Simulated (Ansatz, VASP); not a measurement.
Two plane-wave programs on NiMoIrPdW

```
Ni Mo Pd Ir W
1.0
     2.76078    0.00000    0.00000
    -1.38039    2.39090    0.00000
     0.00000    0.00000   11.34051
Ni Mo Pd Ir W
1 1 1 1 1
Direct
  0.00000 0.00000 0.70917
  0.66667 0.33333 0.29425
  0.66667 0.33333 0.89901
  0.00000 0.00000 0.10604
  0.66667 0.33333 0.52921
```

Alike in both runs: functional LDA; k mesh 11 × 11 × 3; occupations fermi-dirac, width 0.05 eV; collinear spin.

|  | VASP | Ansatz |
| --- | --- | --- |
| version | VASP 6.6.1 | Ansatz 0.2.0 |
| potentials or method | VASP PAW LDA potentials, release 64 (Ni, Mo_sv, Pd, Ir, W_sv) | Ansatz PAW |
| plane-wave cutoff (eV) | 520 | 420 |
| valence electrons in the cell | 57 | 81 |
| task | single point | band structure |

|  | VASP | Ansatz | Ansatz less VASP |
| --- | --- | --- | --- |
| gap on the k mesh at the Fermi level (eV) | none | none | - |
| pressure (GPa) | -13.2 | -14.3 | -1.03 |
| traceless stress, the component that is largest in VASP (GPa) | -0.12 | -0.08 | +0.044 |
| rms of the force components (eV/Å) | 0.068 | 0.069 | +0.0011 |
| net moment per atom (μB) | 0.00 | 0.00 | 0.000 |

LDA's correlation is that of Perdew and Zunger in VASP and of Perdew and Wang (1992) in Ansatz. Atom by atom the forces differ by 0.022 eV/Å (rms over components). A gap of «none» marks a metal or a gap that the smearing closes. VASP's potentials hold 57 valence electrons a cell and Ansatz's 81, so a difference there can come from the potentials and not from the codes.

Spin-orbit coupling is off throughout.
